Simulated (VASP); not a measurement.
# P (Fd-3m) in VASP: a series of runs, part 2 of 2

VASP 6.6.1. Earlier steps stand in the parts before.

## 4. Single point, PBEsol (11.73 Å³/atom)

This run uses another cell than the first one, of 11.73 Å³/atom.

File INCAR:

```
ALGO     = Normal         # electronic algorithm
EDIFF    = 1E-7           # SCF threshold, eV
ENCUT    = 520            # plane-wave cutoff, eV
GGA      = PS             # functional
ISIF     = 2              # what is computed and relaxed
ISMEAR   = -1             # smearing method
LASPH    = T              # aspherical terms in the spheres
LCHARG   = F              # write CHGCAR
LREAL    = F              # projectors in reciprocal space
LWAVE    = F              # write WAVECAR
NBANDS   = 12             # bands
NELM     = 60             # most SCF steps
PREC     = Accurate       # precision mode
SIGMA    = 0.08           # smearing width, eV
```

File KPOINTS:

```
k-points
0
Gamma
  12 12 12
```

File POSCAR:

```
P
1.0
    0.0000000000      2.2720369832      2.2720369832
    2.2720369832      0.0000000000      2.2720369832
    2.2720369832      2.2720369832      0.0000000000
P
2
Direct
   -0.1250000000     -0.1250000000     -0.1250000000
    0.1250000000      0.1250000000      0.1250000000
```

Potentials or basis: VASP PAW PBE potentials, release 64 (P).

Launch:

```bash
> cat potpaw_PBE.64/P/POTCAR > POTCAR
> mpirun -np 1 vasp_std > vasp.out
```

OUTCAR:

```text
EDIFF = 1E-7
   ENCUT = 520
   GGA = PS
   ISIF = 2
   ISMEAR = -1
   LASPH = T
   LREAL = F
   NELM = 60
   PREC = Accurate

 ion  position               nearest neighbor table
   1  0.875  0.875  0.875-   2 1.97   2 1.97   2 1.97   2 1.97
   2  0.125  0.125  0.125-   1 1.97   1 1.97   1 1.97   1 1.97

  LATTYP: Found a face centered cubic cell.
 ALAT       =     4.5440739664

  Lattice vectors:

 A1 = (   0.0000000000,   2.2720369832,   2.2720369832)
 A2 = (   2.2720369832,   0.0000000000,   2.2720369832)
 A3 = (   2.2720369832,   2.2720369832,   0.0000000000)

Analysis of symmetry for initial positions (statically):
=====================================================================
 Subroutine PRICEL returns:
 Original cell was already a primitive cell.

 Routine SETGRP: Setting up the symmetry group for a
 face centered cubic supercell.

 Subroutine GETGRP returns: Found 48 space group operations
 (whereof 12 operations were pure point group operations)
 out of a pool of 48 trial point group operations.

The static configuration has the point symmetry D_3d.
 The point group associated with its full space group is O_h .

Analysis of symmetry for dynamics (positions and initial velocities):
=====================================================================
 Subroutine PRICEL returns:
 Original cell was already a primitive cell.

 Routine SETGRP: Setting up the symmetry group for a
 face centered cubic supercell.

 Subroutine GETGRP returns: Found 48 space group operations
 (whereof 12 operations were pure point group operations)
 out of a pool of 48 trial point group operations.

The dynamic configuration has the point symmetry D_3d.
 The point group associated with its full space group is O_h .

 Subroutine INISYM returns: Found 48 space group operations
 (whereof 12 operations are pure point group operations),
 and found     1 'primitive' translations
[... 119 lines left out ...]
   LORBIT       =      0    0 simple, 1 ext, 2 COOP (PROOUT), +10 PAW based schemes
   GGA     = PS    functional components
   LHFCALC =     F    Hartree Fock is set to
   AEXX    =    0.0000 exact exchange contribution
   IVDW    =     0    specifies the selected vdW correction
   LEPSILON=     F    determine dielectric tensor
   LRPA    =     F    only Hartree local field effects (RPA)
 non-spin polarized calculation
  energy-cutoff  :      520.00
  volume of cell :       23.46
 maximum number of plane-waves:       648
   NGX = 11   NGY = 11   NGZ = 11

 number of electron      10.0000000 magnetization

 Free energy of the ion-electron system (eV)
  ---------------------------------------------------
  ext. energy  EPLUGINS =         0.00000000
  ---------------------------------------------------
  free energy    TOTEN  =        -8.04106576 eV

  energy without entropy =       -8.01633306  energy(sigma->0) =       -8.02869941

 E-fermi :  13.3620     XC(G=0): -12.1343

 val. band max:       13.3527370263   @ k =  -0.2500   0.0833   0.0000
 cond. band min:      13.3795441904   @ k =  -0.4167   0.1667   0.0833
 fundamental gap:      0.0268071642
 Fermi energy:        13.3619534038

 k-point     1 :       0.0000    0.0000    0.0000
  band No.  band energies     occupation
      1      -7.0261      2.00000
      2       9.0687      2.00000
      3       9.0687      2.00000
      4       9.0687      2.00000
      5      12.8096      1.99800
      6      12.8096      1.99800
      7      12.8096      1.99800
      8      16.6001      0.00000
      9      19.4730      0.00000
     10      19.4730      0.00000
     11      21.1671      0.00000
     12      25.0290      0.00000
[... 331 lines left out ...]
 k-point    24 :      -0.4167    0.1667    0.0000
  band No.  band energies     occupation
      1      -3.2085      2.00000
      2       0.0515      2.00000
      3       5.1232      2.00000
      4       6.9191      2.00000
      5      12.4978      1.99996
      6      15.1826      0.00000
      7      15.2149      0.00000
      8      20.4447      0.00000
      9      21.1670      0.00000
     10      21.3850      0.00000
     11      25.2101      0.00000
     12      27.9711      0.00000

 [... further k-points ...]

------------------------ aborting loop because EDIFF is reached ----------------------------------------

  FORCE on cell =-STRESS in cart. coord.  units (eV):
  Direction    XX          YY          ZZ          XY          YZ          ZX
  --------------------------------------------------------------------------------------
  -------------------------------------------------------------------------------------
  Total       12.4466837     12.4466837     12.4466837     -0.0000000     -0.0000000      0.0000000
  in kB      850.1352991    850.1352991    850.1352991     -0.0000000     -0.0000000      0.0000000
  external PRESSURE =     850.1352991 kB  Pullay stress =       0.0000000 kB

 VOLUME and BASIS-vectors are now :
 -----------------------------------------------------------------------------
  energy-cutoff  :      520.00
  volume of cell :       23.46
      direct lattice vectors                 reciprocal lattice vectors
     0.000000000  2.272036983  2.272036983    -0.220066840  0.220066840  0.220066840
     2.272036983  0.000000000  2.272036983     0.220066840 -0.220066840  0.220066840
     2.272036983  2.272036983  0.000000000     0.220066840  0.220066840 -0.220066840

 POSITION                                       TOTAL-FORCE (eV/Angst)
 -----------------------------------------------------------------------------------
      3.97606      3.97606      3.97606         0.000000     -0.000000      0.000000
      0.56801      0.56801      0.56801        -0.000000      0.000000     -0.000000
 -----------------------------------------------------------------------------------
    total drift:                                0.000000      0.000000     -0.000000

  FREE ENERGIE OF THE ION-ELECTRON SYSTEM (eV)
  ---------------------------------------------------
  free  energy   TOTEN  =        -8.0410657622 eV

  energy  without entropy=       -8.0163330555  energy(sigma->0) =       -8.02869941
```

stdout:

```text
POSCAR found type information on POSCAR P
 POSCAR found :  1 types and       2 ions
 scaLAPACK will be used
 -----------------------------------------------------------------------------
|                                                                             |
|                                                                             |
|     You enforced a specific xc type in the INCAR file but a different       |
|     I HOPE YOU KNOW WHAT YOU ARE DOING!                                     |
|                                                                             |
 -----------------------------------------------------------------------------

 LDA part: xc-table for (Slater+PW92), standard interpolation
 POSCAR, INCAR and KPOINTS ok, starting setup
 FFT: planning ... GRIDC
 FFT: planning ... GRID_SOFT
 FFT: planning ... GRID
 WAVECAR not read
 entering main loop
```

Wall time 17 s (1 thread of Intel Xeon Platinum 8375C at 2.90GHz (Ice Lake), shared host); peak memory 0.13 GiB.

Results:

```yaml
Free_energy: -8.0411 eV
Pressure: 85.0 GPa
Band_gap_on_the_k_mesh: zero (bands 5 and 6 overlap by 4.65 eV)
```

Levels at points of the mesh, in eV from the Fermi level:
```tsv
k point	band 2	band 3	band 4	band 5	band 6	band 7	band 8	band 9
(0.00, 0.00, 0.00)	-4.29	-4.29	-4.29	-0.55	-0.55	-0.55	3.24	6.11
(0.50, 0.00, 0.00)	-13.69	-5.89	-5.89	-0.98	0.35	0.35	6.74	10.03
(0.50, 0.50, 0.00)	-14.47	-8.20	-8.20	-3.10	-3.10	10.49	10.49	10.53
```

Caveat: the cell stands under pressure; the PAW data sets were made with another functional, which shifts forces and pressure a little.

## 5. Single point, PBEsol (11.73 Å³/atom)

This run uses another cell than the first one, of 11.73 Å³/atom.

File INCAR:

```
SYSTEM = P
ALGO = Normal
EDIFF = 1E-6
ENCUT = 520
GGA = PS
ISIF = 2
ISMEAR = -1
LASPH = .TRUE.
LCHARG = .FALSE.
LREAL = .FALSE.
LWAVE = .FALSE.
NBANDS = 12
NELM = 80
PREC = Accurate
SIGMA = 0.08
```

File KPOINTS:

```
k-points
0
G
  12 12 12
  0 0 0
```

POSCAR is that of step 4.

Launch:

```bash
> cat potpaw_PBE.64/P/POTCAR > POTCAR
> mpirun -np 1 vasp_std > vasp.out
```

Wall time 12 s (1 thread of Intel Xeon Platinum 8375C at 2.90GHz (Ice Lake), shared host); peak memory 0.13 GiB.

It converged, with:

- Free energy: -8.0411 eV
- Pressure: 85.0 GPa
- Band gap on the k mesh: zero (bands 5 and 6 overlap by 4.65 eV)

Levels at points of the mesh, in eV from the Fermi level:
```
           k point  band 3  band 4  band 5  band 6  band 7  band 8
(0.00, 0.00, 0.00)   -4.29   -4.29   -0.55   -0.55   -0.55    3.24
(0.50, 0.00, 0.00)   -5.89   -5.89   -0.97    0.35    0.35    6.74
(0.50, 0.50, 0.00)   -8.20   -8.20   -3.10   -3.10   10.49   10.49
```

Caveat: the cell stands under pressure; the PAW data sets were made with another functional, which shifts forces and pressure a little.

## 6. Overview

| cell | gap on the mesh (eV) | pressure (GPa) |
| --- | --- | --- |
| a = 2.919 Å, angles 60.0°, 2 atoms | none | 278.1 |
| a = 3.063 Å, angles 60.0°, 2 atoms | none | 158.1 |
| a = 3.213 Å, angles 60.0°, 2 atoms | none | 85.0 |

Alike in all rows: task single point; level PBEsol; potentials or basis VASP PAW PBE potentials, release 64 (P); no spin polarisation; k mesh 12 × 12 × 12; cutoff (eV) 520; smearing fermi-dirac 0.08 eV.

Caveats: the cell stands under pressure; the PAW data sets were made with another functional, which shifts forces and pressure a little.

Absolute energies hang on the potentials; compare differences alone.
